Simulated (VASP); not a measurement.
A run of VASP 6.6.1 is set up as follows.

File INCAR:

```
SYSTEM = Sr
ALGO = Normal
EDIFF = 1E-6
EDIFFG = -0.005
ENCUT = 600
GGA = PS
IBRION = 2
ISIF = 3
ISMEAR = -1
LASPH = .True.
LCHARG = .False.
LREAL = .False.
LWAVE = .False.
NELM = 100
NSW = 32
PREC = Accurate
PSTRESS = 360.0
SIGMA = 0.08
```

File KPOINTS:

```
k-points
0
Gamma
  14 14 8
  0 0 0
```

File POSCAR:

```
Sr
1.0
    3.2036518283      0.0000000000      0.0000000000
   -1.6018259141      2.7744438682      0.0000000000
    0.0000000000      0.0000000000      4.7532356456
Sr
2
Direct
    0.3333333333      0.6666666667      0.2500000000
    0.6666666667      0.3333333333      0.7500000000
```

Potentials or basis: VASP PAW PBE potentials, release 64 (Sr_sv).

Launch:

```bash
$ cat potpaw_PBE.64/Sr_sv/POTCAR > POTCAR
$ mpirun -np 1 vasp_std > vasp.out
```

What does it give for the band gap on the k mesh?

Zero (bands 10 and 11 overlap by 1.13 eV).

Estimate the relaxed cell.

a = 3.208 Å, b = 3.208 Å, c = 4.787 Å, α = 90.00°, β = 90.00°, γ = 120.00°.

Predict the space group after relaxing (to 0.1 Å).

P6_3/mmc (No. 194).

Final structure:
```xyz
2
Lattice="3.2084 0.0000 0.0000 -1.6042 2.7786 0.0000 0.0000 0.0000 4.7865" Properties=species:S:1:pos:R:3 pbc="T T T"
Sr    0.0000    1.8524    1.1966
Sr    1.6042    0.9262    3.5899
```

Caveat: the cell is relaxed towards a set pressure, so the run minimises the enthalpy, not the energy.
